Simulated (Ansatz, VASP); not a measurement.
Si2Br in VASP and in Ansatz

```xyz
3
Lattice="3.9916 0.0000 0.0000 -1.9958 3.4568 0.0000 0.0000 0.0000 4.9537" Properties=species:S:1:pos:R:3 pbc="T T T"
Si    0.0000    2.3046    2.4768
Si    1.9958    1.1523    2.4768
Br    0.0000    0.0000    0.0000
```

Alike in both runs: functional PBE; k mesh 12 × 12 × 10; occupations gaussian, width 0.1 eV; no spin polarisation.

Ansatz relaxed the structure, and its values are those at the end. VASP's run is a single point on that final structure, the one shown.

```csv
,VASP,Ansatz
version,VASP 6.6.1,Ansatz 0.2.0
potentials or method,"VASP PAW PBE potentials, release 64 (Si, Br), cutoff 520 eV","scalar-relativistic, plane waves, PAW"
valence electrons in the cell,15,15
```

```csv
,VASP,Ansatz,Ansatz less VASP
gap on the k mesh at the Fermi level (eV),none,none,-
pressure (GPa),0.0,0.0,+0.04
```

A gap of «none» marks a metal or a gap that the smearing closes. The functional is the same, so the differences come from potentials, cutoffs and numerics.
